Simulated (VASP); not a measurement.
A run of VASP 6.6.1 is set up as follows.

File INCAR:

```
  ALGO = Normal
  EDIFF = 1E-6
  ENCUT = 520
  GGA = PS
  ISIF = 2
  ISMEAR = 0
  IVDW = 12
  LASPH = True
  LCHARG = False
  LREAL = False
  LWAVE = False
  NBANDS = 30
  NELM = 80
  PREC = Accurate
  SIGMA = 0.1
```

KPOINTS

```
k-points
0
Gamma
  10 4 10
```

The input POSCAR:

```
P
1.0
    3.2151748911      0.0000000000      0.0000000000
    0.0000000000      9.9945122145      0.0000000000
    0.0000000000      0.0000000000      3.8681037235
P
8
Direct
    0.0000000000      0.8890899895      0.9428385719
    0.5000000000      0.8890899895      0.5571614281
    0.5000000000      0.6109100105      0.0571614281
    0.0000000000      0.6109100105      0.4428385719
    0.5000000000      0.3890899895      0.9428385719
    0.0000000000      0.3890899895      0.5571614281
    0.0000000000      0.1109100105      0.0571614281
    0.5000000000      0.1109100105      0.4428385719
```

Potentials or basis: VASP PAW PBE potentials, release 64 (P).

Run with:

```console
$ cat potpaw_PBE.64/P/POTCAR > POTCAR
$ mpirun -np 1 vasp_std > vasp.out
```

Task: Estimate the band gap on the k mesh.

Result: Zero (bands 20 and 21 overlap by 1.11 eV).

Task: What does it give for the pressure?

Result: 3.0 GPa.

Forces on the atoms (eV/Å):
```
P    0.000  0.051  0.121
P    0.000  0.051 -0.121
P    0.000 -0.051 -0.121
P    0.000 -0.051  0.121
P    0.000  0.051  0.121
P    0.000  0.051 -0.121
P    0.000 -0.051 -0.121
P    0.000 -0.051  0.121
```

Caveat: the cell differs from its parent crystal (uniaxial strain along a: -4.0 %); the stress differs along the axes, from -1 to 8 GPa; the PAW data sets were made with another functional, which shifts forces and pressure a little.
